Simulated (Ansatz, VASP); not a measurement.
NaF: VASP beside Ansatz

Contents of POSCAR:

```
NaF
1.0
    0.0000000000      2.2971680881      2.2971680881
    2.2971680881      0.0000000000      2.2971680881
    2.2971680881      2.2971680881      0.0000000000
Na F
1 1
Direct
    0.0000000000      0.0000000000      0.0000000000
    0.5000000000      0.5000000000      0.5000000000
```

The input INCAR.step1:

```
PREC = Accurate
ENCUT = 520
EDIFF = 1E-5
ISMEAR = 0
SIGMA = 0.01
LREAL = False
LASPH = True
NELM = 80
ALGO = Normal
ISIF = 2
LWAVE = True
LCHARG = False
NBANDS = 14
GGA = PE
```

File INCAR.step2:

```
PREC = Accurate
ENCUT = 520
EDIFF = 1E-6
ISMEAR = 0
SIGMA = 0.01
LREAL = False
LASPH = True
NELM = 80
ALGO = Normal
ISIF = 2
LWAVE = False
LCHARG = False
GGA = PE
LHFCALC = True
HFSCREEN = 0.2079
PRECFOCK = Normal
NBANDS = 14
ISTART = 1
```

The input KPOINTS:

```
Automatic mesh
0
Gamma
  4 4 4
```

Input for Ansatz:

```yaml
crystal:
  lattice:
    - [0.0, 2.2971680881, 2.2971680881]
    - [2.2971680881, 0.0, 2.2971680881]
    - [2.2971680881, 2.2971680881, 0.0]
  atoms:
    - { symbol: Na, position: [0.0, 0.0, 0.0] }
    - { symbol: F, position: [0.5, 0.5, 0.5] }
kpoints:
  mp_grid: { grid: [4, 4, 4] }
hamiltonian:
  xc: hse06
scf:
  occupations: { method: fixed }
  n_extra_bands: 4
output:
  forces: true
  stress: true
  eigenvalues: true
```

Alike in both runs: task single point; functional HSE06; k mesh 4 × 4 × 4; no spin polarisation.

|  | VASP | Ansatz |
| --- | --- | --- |
| version | VASP 6.6.1 | Ansatz 0.2.0 |
| potentials or method | VASP PAW PBE potentials, release 64 (Na_pv, F) | plane waves, PAW |
| plane-wave cutoff (eV) | 520 | 420 |
| occupations | gaussian, width 0.01 eV | fixed |
| valence electrons in the cell | 14 | 16 |

Ansatz gave:

* gap on the k mesh at the Fermi level (eV): 8.64
* pressure (GPa): 1.5

Problem. Estimate VASP's values.

Solution. gap on the k mesh at the Fermi level (eV): 8.61; pressure (GPa): 1.6.

VASP's potentials hold 14 valence electrons a cell and Ansatz's 16, so a difference there can come from the potentials and not from the codes. Ansatz's warnings: stress exchange threshold loose, stress scf threshold loose.

The k mesh is coarse, so the values compare programs but aren't converged.
